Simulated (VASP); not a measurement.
# Al in VASP: a series of runs, part 2 of 2

VASP 6.6.1. Earlier steps stand in the parts before.

### Step 3. Single point, PBEsol

The input, INCAR:

```
SYSTEM = Al
PREC = Accurate
ENCUT = 520
EDIFF = 1E-7
ISMEAR = -1
SIGMA = 0.05
LREAL = Auto
LASPH = .True.
NELM = 60
ALGO = Normal
ISIF = 2
LWAVE = .False.
LCHARG = .True.
GGA = PS
LELF = .True.
LVHAR = .True.
NBANDS = 38
```

The input, KPOINTS:

```
Automatic mesh
0
Gamma
  4 4 4
  0.5 0.5 0.5
```

The input, POSCAR:

```
Al
1.0
   -4.0479600000     -4.0479600000      4.0479600000
    4.0479600000     -4.0479600000     -4.0479600000
    4.0479600000      4.0479600000      4.0479600000
Al
16
Direct
    0.2564232354      0.7530772290      0.0055350102
   -0.0038717033      0.7421083706      0.2500161810
    0.5065389727      0.5080919772      0.0050898477
    0.2418918418      0.4951537318      0.2518942875
   -0.0059852370      0.5085088538      0.5048395982
    0.7361248629      0.7468570589      0.4915333897
    0.4840076236      0.7476635145      0.7508852607
    0.0022217364     -0.0137832390     -0.0028711993
    0.7615374164      0.2382886689     -0.0148222809
    0.4965740768      0.2416665431      0.2365032016
    0.2662092758      0.2673902410      0.5076894287
    0.0049657111      0.2546782824      0.7485322236
    0.7453839712      0.4938263965      0.7557614206
    0.7714378354      0.0177624038      0.2673986403
    0.4965561666     -0.0051224567      0.4920690916
    0.2399844613      0.0038324242      0.7499458987
```

Potentials or basis: VASP PAW PBE potentials, release 64 (Al).

The run is started by

```sh
$ cat potpaw_PBE.64/Al/POTCAR > POTCAR
$ mpirun -np 1 vasp_std > vasp.out
```

OUTCAR:

```text
SYSTEM = Al
   PREC = Accurate
   ENCUT = 520
   EDIFF = 1E-7
   ISMEAR = -1
   LREAL = Auto
   LASPH = .True.
   NELM = 60
   ISIF = 2
   GGA = PS

 ion  position               nearest neighbor table
   1  0.256  0.753  0.006-   7 2.76  15 2.79   8 2.79  10 2.80   3 2.83  12 2.85   5 2.87   4 2.89
                             2 2.89  16 2.90  13 2.93  14 2.95
   2  0.996  0.742  0.250-   5 2.80   3 2.80   4 2.82  13 2.83   8 2.85  16 2.86  15 2.87  14 2.87
                             6 2.87   9 2.89   1 2.89  11 3.01
   3  0.507  0.508  0.005-   6 2.79  13 2.80   2 2.80   7 2.83   1 2.83  11 2.85  10 2.85  12 2.87
                            16 2.89  14 2.92   4 2.93   9 3.01
   4  0.242  0.495  0.252-   9 2.76  11 2.77   2 2.82   6 2.83   7 2.86  15 2.86   5 2.87  12 2.88
                             1 2.89  10 2.91   8 2.92   3 2.93
   5  0.994  0.509  0.505-   2 2.80   7 2.81  14 2.81  16 2.84   6 2.84  12 2.85  10 2.85  13 2.86
                             1 2.87   4 2.87  11 2.94   9 2.98
   6  0.736  0.747  0.492-   3 2.79  15 2.79   4 2.83  14 2.84   5 2.84   2 2.87  16 2.88  10 2.89
                             8 2.90  12 2.91   7 2.93  13 2.96
   7  0.484  0.748  0.751-  11 2.75   1 2.76   5 2.81   9 2.82   3 2.83   4 2.86  16 2.86  15 2.90
                             6 2.93  13 2.95  14 2.96   8 2.97
   8  0.002  0.986  0.997-  16 2.78   1 2.79  13 2.82   9 2.82  10 2.83   2 2.85  14 2.87   6 2.90
                             4 2.92  11 2.93  12 2.96   7 2.97
   9  0.762  0.238  0.985-  12 2.75   4 2.76  13 2.78   7 2.82   8 2.82  15 2.83  14 2.89   2 2.89
                            10 2.96   5 2.98  16 2.99   3 3.01
  10  0.497  0.242  0.237-  16 2.79   1 2.80   8 2.83   5 2.85   3 2.85  14 2.86  11 2.88  15 2.88
                             6 2.89   4 2.91   9 2.96  13 2.97
  11  0.266  0.267  0.508-  13 2.75   7 2.75   4 2.77  14 2.83   3 2.85  12 2.88  10 2.88  15 2.88
                            16 2.90   8 2.93   5 2.94   2 3.01
  12  0.005  0.255  0.749-   9 2.75  14 2.75  16 2.78   5 2.85   1 2.85  13 2.86   3 2.87  11 2.88
                             4 2.88   6 2.91  15 2.91   8 2.96
  13  0.745  0.494  0.756-  11 2.75   9 2.78   3 2.80   8 2.82   2 2.83  12 2.86  15 2.86   5 2.86
                             1 2.93   7 2.95   6 2.96  10 2.97
  14  0.771  0.018  0.267-  12 2.75   5 2.81  11 2.83   6 2.84  10 2.86  15 2.86   2 2.87   8 2.87
                             9 2.89   3 2.92   1 2.95   7 2.96
  15  0.497  0.995  0.492-   1 2.79   6 2.79   9 2.83  13 2.86   4 2.86  14 2.86   2 2.87  10 2.88
                            11 2.88   7 2.90  12 2.91  16 2.95
  16  0.240  0.004  0.750-   8 2.78  12 2.78  10 2.79   5 2.84   2 2.86   7 2.86   6 2.88   3 2.89
[... 206 lines left out ...]
  ---------------------------------------------------
  ext. energy  EPLUGINS =         0.00000000
  ---------------------------------------------------
  free energy    TOTEN  =       -65.05264481 eV

  energy without entropy =      -64.97592316  energy(sigma->0) =      -65.01428399

 E-fermi :   7.9935     XC(G=0): -10.2368

 val. band max:        7.9907179837   @ k =   0.3750  -0.1250  -0.1250
 cond. band min:       8.0008435945   @ k =   0.1250   0.1250  -0.3750
 fundamental gap:      0.0101256109
 Fermi energy:         7.9935025526

 k-point     1 :       0.1250    0.1250    0.1250
  band No.  band energies     occupation
      1      -2.7813      2.00000
      2      -0.5872      2.00000
      3      -0.5398      2.00000
      4      -0.5237      2.00000
      5       1.5688      2.00000
      6       1.6281      2.00000
[... 925 lines left out ...]
     35      10.7368      0.00000
     36      10.8467      0.00000

 [... further k-points ...]

 [bands above 36 left out]

------------------------ aborting loop because EDIFF is reached ----------------------------------------

  FORCE on cell =-STRESS in cart. coord.  units (eV):
  Direction    XX          YY          ZZ          XY          YZ          ZX
  --------------------------------------------------------------------------------------
  -------------------------------------------------------------------------------------
  Total       -2.3154422     -2.4199409     -2.1608511      0.0357964     -0.0903658      0.0665794
  in kB      -13.9822127    -14.6132464    -13.0486867      0.2161630     -0.5456899      0.4020518
  external PRESSURE =     -13.8813819 kB  Pullay stress =       0.0000000 kB

 VOLUME and BASIS-vectors are now :
 -----------------------------------------------------------------------------
  energy-cutoff  :      520.00
  volume of cell :      265.32
      direct lattice vectors                 reciprocal lattice vectors
    -4.047960000 -4.047960000  4.047960000     0.000000000 -0.123519007  0.123519007
     4.047960000 -4.047960000 -4.047960000     0.123519007 -0.123519007  0.000000000
     4.047960000  4.047960000  4.047960000     0.123519007  0.000000000  0.123519007

 POSITION                                       TOTAL-FORCE (eV/Angst)
 -----------------------------------------------------------------------------------
      2.03284     -4.06401     -1.98803        -0.086127      0.193213     -0.005998
     -0.01621     -6.02426      2.04032         0.095530     -0.210545      0.009801
      0.02689     -4.08658      0.01432        -0.023027      0.216503     -0.058237
      2.04485     -1.96387     -0.00554        -0.140197     -0.241500     -0.007907
      0.07826     -4.03858      4.00888        -0.094512      0.120829      0.009817
      2.03315     -4.01334      1.94626         0.029208      0.075619      0.278332
[... 8 lines left out ...]
      4.00906     -4.04539     -0.02531         0.184562      0.088424     -0.013870
      2.07982      2.04879      3.99169        -0.233872     -0.253687      0.049186
 -----------------------------------------------------------------------------------
    total drift:                               -0.003127      0.001766      0.000452

  FREE ENERGIE OF THE ION-ELECTRON SYSTEM (eV)
  ---------------------------------------------------
  free  energy   TOTEN  =       -65.0526448103 eV

  energy  without entropy=      -64.9759231613  energy(sigma->0) =      -65.01428399
```

OSZICAR:

```text
N       E                     dE             d eps       ncg     rms          rms(c)
DAV:   1     0.510840118182E+02    0.51084E+02   -0.16530E+04  2432   0.101E+03
DAV:   2    -0.599266566918E+02   -0.11101E+03   -0.10259E+03  2946   0.132E+02
DAV:   3    -0.654479192697E+02   -0.55213E+01   -0.52880E+01  3028   0.240E+01
DAV:   4    -0.655299430636E+02   -0.82024E-01   -0.81287E-01  2848   0.325E+00
DAV:   5    -0.655308368926E+02   -0.89383E-03   -0.89371E-03  2932   0.394E-01    0.558E+00
DAV:   6    -0.652374927877E+02    0.29334E+00   -0.73753E-02  2950   0.944E-01    0.321E+00
DAV:   7    -0.650569227091E+02    0.18057E+00   -0.94456E-02  2744   0.108E+00    0.484E-01
DAV:   8    -0.650534981638E+02    0.34245E-02   -0.26953E-03  2964   0.209E-01    0.371E-01
DAV:   9    -0.650526893990E+02    0.80876E-03   -0.10370E-03  2784   0.104E-01    0.320E-02
DAV:  10    -0.650526447044E+02    0.44695E-04   -0.17440E-04  2796   0.492E-02    0.367E-02
DAV:  11    -0.650526469174E+02   -0.22130E-05   -0.82245E-06  3014   0.105E-02    0.402E-03
DAV:  12    -0.650526454925E+02    0.14248E-05   -0.74227E-07  2812   0.292E-03    0.239E-03
DAV:  13    -0.650526449799E+02    0.51267E-06   -0.10093E-07  1702   0.124E-03    0.142E-03
DAV:  14    -0.650526448676E+02    0.11228E-06   -0.10506E-08  1738   0.423E-04    0.104E-03
DAV:  15    -0.650526448103E+02    0.57290E-07   -0.10723E-09  1702   0.160E-04
   1 F= -.65052645E+02 E0= -.65014284E+02  d E =-.767216E-01
```

stdout:

```text
POSCAR found type information on POSCAR Al
 POSCAR found :  1 types and      16 ions
 scaLAPACK will be used
 -----------------------------------------------------------------------------
|                                                                             |
|                                                                             |
|     You enforced a specific xc type in the INCAR file but a different       |
|     I HOPE YOU KNOW WHAT YOU ARE DOING!                                     |
|                                                                             |
 -----------------------------------------------------------------------------

 LDA part: xc-table for (Slater+PW92), standard interpolation
 POSCAR, INCAR and KPOINTS ok, starting setup
 FFT: planning ... GRIDC
 FFT: planning ... GRID_SOFT
 FFT: planning ... GRID
 WAVECAR not read
 entering main loop
```

It took 6.4 min on 1 thread of Intel Xeon 6975P-C (Granite Rapids), shared host; peak memory 0.46 GiB.

What came out:

```yaml
Free_energy: -65.0526 eV
Pressure: -1.4 GPa
Largest_force: 0.535 eV/Å
Band_gap_on_the_k_mesh: zero (bands 24 and 25 overlap by 1.16 eV)
```

Forces on the atoms (eV/Å):
```
Al  -0.086  0.193 -0.006
Al   0.096 -0.211  0.010
Al  -0.023  0.217 -0.058
Al  -0.140 -0.241 -0.008
Al  -0.095  0.121  0.010
Al   0.029  0.076  0.278
Al  -0.045 -0.392  0.169
Al   0.243  0.078 -0.186
Al   0.370  0.382 -0.060
Al   0.214 -0.152  0.149
Al  -0.214  0.415 -0.036
Al   0.069 -0.054  0.090
Al  -0.123 -0.339 -0.107
Al  -0.245  0.072 -0.279
Al   0.185  0.088 -0.014
Al  -0.234 -0.254  0.049
```

Stress tensor (GPa, compression positive):
```
-1.40  0.02  0.04
 0.02 -1.46 -0.05
 0.04 -0.05 -1.30
```

Caveat: the atoms stand as in a frame of molecular dynamics; the PAW data sets were made with another functional, which shifts forces and pressure a little.

### Step 4. Single point, PBEsol

The input, INCAR:

```
PREC = Accurate
ENCUT = 520
EDIFF = 1E-6
ISMEAR = -1
SIGMA = 0.05
LREAL = Auto
LASPH = T
NELM = 60
ALGO = Normal
ISIF = 2
LWAVE = F
LCHARG = F
GGA = PS
NBANDS = 38
```

KPOINTS is that of step 3.

The input, POSCAR:

```
Al
1.0
   -4.0479600000     -4.0479600000      4.0479600000
    4.0479600000     -4.0479600000     -4.0479600000
    4.0479600000      4.0479600000      4.0479600000
Al
16
Direct
    0.2501572397      0.7410747636      0.0037753585
    0.0010285428      0.7413792379      0.2600675402
    0.5036571508      0.4993701766      0.0102507189
    0.2487176257      0.4929187788      0.2511305695
   -0.0002280161      0.5008286890      0.4964020148
    0.7369403354      0.7524617338      0.5075749266
    0.4917484362      0.7381833071      0.7363967282
   -0.0005290319      0.0086647348     -0.0028537831
    0.7530863694      0.2627823645      0.0096391763
    0.5039029536      0.2559615214      0.2445745511
    0.2473909080      0.2484534185      0.4882634710
    0.0056439540      0.2577793506      0.7571655846
    0.7491153569      0.4913977658      0.7437367217
    0.7542147156      0.0041221998      0.2475045455
    0.4986291861     -0.0014580184      0.4992853190
    0.2565240269      0.0060799761      0.7470865572
```

The run is started by

```sh
$ cat potpaw_PBE.64/Al/POTCAR > POTCAR
$ mpirun -np 1 vasp_std > vasp.out
```

Wall time 4.4 min (1 thread of Intel Xeon 6975P-C (Granite Rapids), shared host); peak memory 0.45 GiB.

The run converged. Its results:

* Free energy: -65.0689 eV
* Pressure: -1.4 GPa
* Largest force: 0.534 eV/Å
* Band gap on the k mesh: zero (bands 24 and 25 overlap by 1.15 eV)

Forces on the atoms (eV/Å):
```
Al   0.158 -0.247 -0.181
Al   0.079 -0.310 -0.347
Al  -0.009 -0.268 -0.289
Al   0.042 -0.124 -0.176
Al   0.166  0.110  0.154
Al  -0.343 -0.384  0.142
Al   0.394  0.065  0.220
Al  -0.182  0.188  0.173
Al  -0.432  0.063 -0.002
Al   0.013  0.353  0.176
Al   0.062  0.146  0.228
Al  -0.217  0.084 -0.081
Al   0.231 -0.034 -0.031
Al  -0.027  0.201  0.021
Al   0.010 -0.111 -0.044
Al   0.056  0.269  0.037
```

Stress tensor (GPa, compression positive):
```
-1.42 -0.01  0.05
-0.01 -1.29  0.13
 0.05  0.13 -1.40
```

Levels at points of the mesh, in eV from the Fermi level:
| k point | band 20 | band 21 | band 22 | band 23 | band 24 | band 25 | band 26 | band 27 | band 28 | band 29 |
| --- | --- | --- | --- | --- | --- | --- | --- | --- | --- | --- |
| (0.12, 0.12, 0.12) | -0.10 | -0.03 | 0.01 | 0.04 | 0.08 | 0.19 | 0.23 | 0.28 | 0.34 | 1.98 |

Caveat: the atoms stand as in a frame of molecular dynamics; the PAW data sets were made with another functional, which shifts forces and pressure a little.

### Step 5. The runs side by side

| cell | gap on the mesh (eV) | pressure (GPa) | largest force (eV/Å) |
| --- | --- | --- | --- |
| as given, atomic positions A | none | -1.8 | - |
| as given, atomic positions B | none | -1.4 | 0.54 |
| as given, atomic positions C | none | -1.4 | 0.53 |

Alike in all rows: task single point; level PBEsol; potentials or basis VASP PAW PBE potentials, release 64 (Al); no spin polarisation; k mesh 4 × 4 × 4, shifted; cutoff (eV) 520; smearing fermi-dirac 0.05 eV.

Caveats: the PAW data sets were made with another functional, which shifts forces and pressure a little; the atoms stand as in a frame of molecular dynamics (at least some runs).

Total energies depend on the potentials used, so only differences within one code and one set of settings carry meaning.

The gap in the log of VASP goes by the Fermi energy; the results here count the filled bands.